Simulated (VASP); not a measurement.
Here is a VASP 6.6.1 calculation.

The input INCAR:

```
ALGO = Normal
EDIFF = 1E-8
ENCUT = 520
GGA = PE
ISIF = 2
ISMEAR = -1
LASPH = T
LCHARG = F
LEFG = T
LREAL = F
LWAVE = F
NBANDS = 45
NELM = 80
PREC = Accurate
SIGMA = 0.02
```

The input KPOINTS:

```
k-points
0
Gamma
  4 4 10
```

File POSCAR:

```
Si3N4
1.0
    7.6015000000      0.0000000000      0.0000000000
   -3.8007500000      6.5830921069      0.0000000000
    0.0000000000      0.0000000000      2.9061000000
Si N
6 8
Direct
    0.7684820000      0.1745830000      0.2500000000
    0.5938990000      0.7684820000      0.7500000000
    0.8254170000      0.5938990000      0.2500000000
    0.2315180000      0.8254170000      0.7500000000
    0.4061010000      0.2315180000      0.2500000000
    0.1745830000      0.4061010000      0.7500000000
    0.0305100000      0.3303000000      0.2500000000
    0.7002100000      0.0305100000      0.7500000000
    0.6697000000      0.7002100000      0.2500000000
    0.9694900000      0.6697000000      0.7500000000
    0.2997900000      0.9694900000      0.2500000000
    0.3303000000      0.2997900000      0.7500000000
    0.6666666667      0.3333333333      0.2500000000
    0.3333333333      0.6666666667      0.7500000000
```

Potentials or basis: VASP PAW PBE potentials, release 64 (Si, N).

Run with:

```bash
$ cat potpaw_PBE.64/Si/POTCAR potpaw_PBE.64/N/POTCAR > POTCAR
$ mpirun -np 1 vasp_std > vasp.out
```

**Question.** Estimate the band gap on the k mesh.

**Answer.** 4.32 eV (least direct gap 4.52 eV).

**Question.** What does it give for the largest force?

**Answer.** 0.049 eV/Å.

Forces on the atoms (eV/Å):
```
Si  -0.020 -0.003  0.000
Si  -0.008 -0.018  0.000
Si   0.012 -0.016  0.000
Si   0.020  0.003  0.000
Si   0.008  0.018  0.000
Si  -0.012  0.016  0.000
N   -0.015 -0.047  0.000
N    0.033 -0.036  0.000
N    0.048  0.010  0.000
N    0.015  0.047  0.000
N   -0.033  0.036  0.000
N   -0.048 -0.010  0.000
N    0.000  0.000  0.000
N    0.000  0.000  0.000
```

Caveat: without QUAD_EFG the Cq values of the log hold for a quadrupole moment of 1 mb, not for the nuclei. A k mesh can miss the band edges.
